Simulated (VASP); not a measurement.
Write the native input for VASP 6.6.1 that does the following.

```
Task                               : single point
Functional                         : PBE-based screened hybrid with 35 % exact exchange
Potentials or basis                : VASP PAW PBE potentials, release 64 (Cs_sv, I)
Cutoff                             : 400 eV
k mesh                             : 4 × 4 × 4
Occupations                        : gaussian, width 0.01 eV
Spin                               : no spin polarisation
Dipole correction                  : no
Grid for exact exchange (PRECFOCK) : Normal
Share of exact exchange            : 0.35
Further INCAR settings             : ALGO = Normal; EDIFF = 1e-06; NBANDS = 15
Screening parameter                : 0.2078 1/Å
```

Crystal: CsI.

```xyz
2
Lattice="4.6081 0.0000 0.0000 0.0000 4.6081 0.0000 0.0000 0.0000 4.6081" Properties=species:S:1:pos:R:3 pbc="T T T"
Cs    0.0000    0.0000    0.0000
I     2.3041    2.3041    2.3041
```

These files were run (other wordings do the same):

POSCAR

```
CsI
1.0
    4.6081404514      0.0000000000      0.0000000000
    0.0000000000      4.6081404514      0.0000000000
    0.0000000000      0.0000000000      4.6081404514
Cs I
1 1
Direct
    0.0000000000      0.0000000000      0.0000000000
    0.5000000000      0.5000000000      0.5000000000
```

INCAR.step1

```
PREC     = Accurate       # precision mode
ENCUT    = 400            # plane-wave cutoff, eV
EDIFF    = 1E-5           # SCF threshold, eV
ISMEAR   = 0              # smearing method
SIGMA    = 0.01           # smearing width, eV
LREAL    = F              # projectors in reciprocal space
LASPH    = T              # aspherical terms in the spheres
NELM     = 120            # most SCF steps
ALGO     = Normal         # electronic algorithm
ISIF     = 2              # what is computed and relaxed
LWAVE    = T              # write WAVECAR
LCHARG   = F              # write CHGCAR
NBANDS   = 15             # bands
GGA      = PE             # functional
GGA_COMPAT= F
```

INCAR.step2

```
PREC     = Accurate       # precision mode
ENCUT    = 400            # plane-wave cutoff, eV
EDIFF    = 1E-6           # SCF threshold, eV
ISMEAR   = 0              # smearing method
SIGMA    = 0.01           # smearing width, eV
LREAL    = F              # projectors in reciprocal space
LASPH    = T              # aspherical terms in the spheres
NELM     = 120            # most SCF steps
ALGO     = Normal         # electronic algorithm
ISIF     = 2              # what is computed and relaxed
LWAVE    = F              # write WAVECAR
LCHARG   = F              # write CHGCAR
GGA      = PE             # functional
LHFCALC  = T              # exact exchange
AEXX     = 0.35           # exact-exchange fraction
HFSCREEN = 0.2078         # screening, 1/A
PRECFOCK = Normal       
NBANDS   = 15             # bands
ISTART   = 1            
GGA_COMPAT= F
```

KPOINTS

```
regular mesh
0
Gamma
  4 4 4
```

Potentials or basis: VASP PAW PBE potentials, release 64 (Cs_sv, I).

Run with:

```sh
$ cat potpaw_PBE.64/Cs_sv/POTCAR potpaw_PBE.64/I/POTCAR > POTCAR
$ cp INCAR.step1 INCAR
$ mpirun -np 1 vasp_std > vasp.out
$ cp INCAR.step2 INCAR
$ mpirun -np 1 vasp_std > vasp.out
```

Results of the run:

| Quantity | Value |
| --- | --- |
| Pressure | 0.1 GPa |
| Band gap on the k mesh | 5.18 eV (least direct gap 5.29 eV) |

Caveat: the PAW data sets were made with another functional, which shifts forces and pressure a little; spin-orbit coupling is left out, which moves the levels of the heavy elements.

Wall time 5.3 min on 1 thread of AMD EPYC 9R45 96-Core Processor (Zen 5), with other jobs on the host, peak memory 0.25 GiB.
